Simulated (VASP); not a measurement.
Set up this calculation in VASP 6.6.1, as the native input.

```
Task                   : single point
Functional             : LDA
Potentials or basis    : VASP PAW LDA potentials, release 64 (Ag)
Cutoff                 : 520 eV
k mesh                 : 16 × 16 × 16
Occupations            : fermi-dirac, width 0.1 eV
Spin                   : no spin polarisation
Dipole correction      : no
Further INCAR settings : ALGO = Normal; EDIFF = 1e-06; NBANDS = 12
```

The structure of Ag lies in POSCAR:

```
Ag
1.0
   -1.6122350379      1.6122350379      1.6122350379
    1.6122350379     -1.6122350379      1.6122350379
    1.6122350379      1.6122350379     -1.6122350379
Ag
1
Direct
    0.0000000000      0.0000000000      0.0000000000
```

This cell differs from its parent crystal: volume scaled by 1.04.

One way to write it, as run:

INCAR

```
ALGO     = Normal         # electronic algorithm
EDIFF    = 1E-6           # SCF threshold, eV
ENCUT    = 520            # plane-wave cutoff, eV
GGA      = CA             # functional
ISIF     = 2              # what is computed and relaxed
ISMEAR   = -1             # smearing method
LASPH    = T              # aspherical terms in the spheres
LCHARG   = F              # write CHGCAR
LREAL    = F              # projectors in reciprocal space
LWAVE    = F              # write WAVECAR
NBANDS   = 12             # bands
NELM     = 100            # most SCF steps
PREC     = Accurate       # precision mode
SIGMA    = 0.1            # smearing width, eV
```

KPOINTS

```
k-points
0
Gamma
  16 16 16
```

Potentials or basis: VASP PAW LDA potentials, release 64 (Ag).

Run with:

```sh
$ cat potpaw_LDA.64/Ag/POTCAR > POTCAR
$ mpirun -np 1 vasp_std > vasp.out
```

Results of the run:

```json
{
  "Pressure": "-4.6 GPa"
}
```

Wall time 12 s on 1 thread of Intel(R) Xeon(R) Platinum 8488C (Sapphire Rapids), with other jobs on the host, peak memory 0.14 GiB.
